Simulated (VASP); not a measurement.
# Rb: single point with PBEsol

Crystal: Rb.

```
Rb
1.0
    -2.58152    2.58152    2.80600
     2.58152   -2.58152    2.80600
     2.58152    2.58152   -2.80600
Rb
1
Direct
  0.00000 0.00000 0.00000
```

This cell differs from its parent crystal: strain -0.080 along x and y, +0.000 along z.

```json
{
  "Program": "VASP 6.6.1",
  "Task": "single point",
  "Functional": "PBEsol",
  "Potentials or basis": "VASP PAW PBE potentials, release 64 (Rb_sv)",
  "Cutoff": "520 eV",
  "k mesh": "12 × 12 × 12",
  "Occupations": "gaussian, width 0.15 eV",
  "Spin": "no spin polarisation",
  "Dipole correction": "no",
  "Further INCAR settings": "ALGO = Fast; EDIFF = 1e-06; NBANDS = 10"
}
```

```
Pressure : 0.6 GPa
```

Levels at points of the mesh, in eV from the Fermi level:
| k point | band 3 | band 4 | band 5 | band 6 | band 7 | band 8 |
| --- | --- | --- | --- | --- | --- | --- |
| (0.00, 0.00, 0.00) | -12.79 | -12.79 | -2.25 | 3.72 | 3.72 | 4.18 |
| (0.50, 0.00, 0.00) | -12.84 | -12.79 | 0.13 | 0.89 | 2.78 | 4.45 |
| (0.50, 0.50, 0.00) | -12.85 | -12.80 | 0.25 | 1.11 | 2.29 | 4.99 |
| (0.50, 0.50, 0.50) | -12.91 | -12.91 | 0.97 | 1.23 | 3.22 | 4.10 |

Wall time 90 s on 1 thread of Intel(R) Xeon(R) Platinum 8375C CPU @ 2.90GHz (Ice Lake), on a shared host, peak memory 0.27 GiB.

Caveat: the cell differs from its parent crystal (strain -0.080 along x and y, +0.000 along z); the PAW data sets were made with another functional, which shifts forces and pressure a little.
